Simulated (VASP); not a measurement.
Set up this calculation in VASP 6.6.1, as the native input.

| Item | Value |
| --- | --- |
| Task | single point |
| Functional | PBEsol |
| Potentials or basis | VASP PAW PBE potentials, release 64 (Hf_pv, O) |
| Cutoff | 520 eV |
| k mesh | 2 × 2 × 2, shifted |
| Occupations | fermi-dirac, width 0.0388 eV |
| Spin | no spin polarisation |
| Dipole correction | no |
| Further INCAR settings | LREAL = Auto; ALGO = Normal; EDIFF = 1e-06; NBANDS = 81; ISYM = -1 |

The structure of HfO2 lies in POSCAR:

```
HfO2
1.0
   -3.5690090000     -3.5690090000      0.0000000000
    0.0000000000      0.0000000000      5.1878360000
   -3.5690090000      7.1380180000      0.0000000000
Hf O
6 12
Direct
    0.1758502150      0.5123224790      0.3500375034
    0.8178472885      0.4856527847      0.6666866535
    0.4846760917      0.5255777168      0.0044518427
    0.6760604975      0.0092959762      0.3403743168
    0.3445526008     -0.0042341354      0.6840850406
   -0.0148469785      0.0221336989      0.0028282361
    0.5206654471      0.7144863485      0.5110164568
    0.1435834616      0.7035870062      0.8318259588
    0.8641159680      0.6939417514      0.1674067881
    0.3300927512      0.8405319675      0.1826551852
    0.0264586986      0.8254792557      0.4982379329
    0.6408299895      0.7974606368      0.8542093898
    0.3153503769      0.3273578810      0.1698445329
    0.0019983138      0.3043469377      0.5041856157
    0.6733943045      0.2968019806      0.8437691434
    0.4896976537      0.2084262109      0.5114724190
    0.2024676878      0.2122996949      0.8503057852
    0.8036526853      0.2085006157      0.1638735944
```

This cell differs from its parent crystal: dynamics (npt langevin) at 450 K, volume x 1.01, from the last frame before.

One way to write it, as run:

INCAR

```
PREC = Accurate ; ENCUT = 520
EDIFF = 1E-6 ; ISMEAR = -1
SIGMA = 0.0388 ; LREAL = Auto
LASPH = True ; NELM = 120
ALGO = Normal ; ISIF = 2
LWAVE = False ; LCHARG = False
GGA = PS ; NBANDS = 81
GGA_COMPAT = False ; ISYM = -1
```

KPOINTS

```
explicit points
4
Reciprocal
  0.25000000   0.25000000   0.25000000 2
  0.25000000   0.25000000   0.75000000 2
  0.25000000   0.75000000   0.25000000 2
  0.25000000   0.75000000   0.75000000 2
```

Potentials or basis: VASP PAW PBE potentials, release 64 (Hf_pv, O).

Command:

```console
$ cat potpaw_PBE.64/Hf_pv/POTCAR potpaw_PBE.64/O/POTCAR > POTCAR
$ mpirun -np 1 vasp_std > vasp.out
```

It gave:

```json
{
  "Pressure": "-1.7 GPa",
  "Largest force": "1.960 eV/Å",
  "Band gap on the k mesh": "4.73 eV"
}
```

Caveat: the atoms stand as in a frame of molecular dynamics; the PAW data sets were made with another functional, which shifts forces and pressure a little; spin-orbit coupling is left out, which moves the levels of the heavy elements; a shifted mesh leaves out Γ, where band edges can lie.

Wall time 74 s on 1 thread of Intel(R) Xeon(R) Platinum 8488C (Sapphire Rapids), on a shared host, peak memory 0.3 GiB.
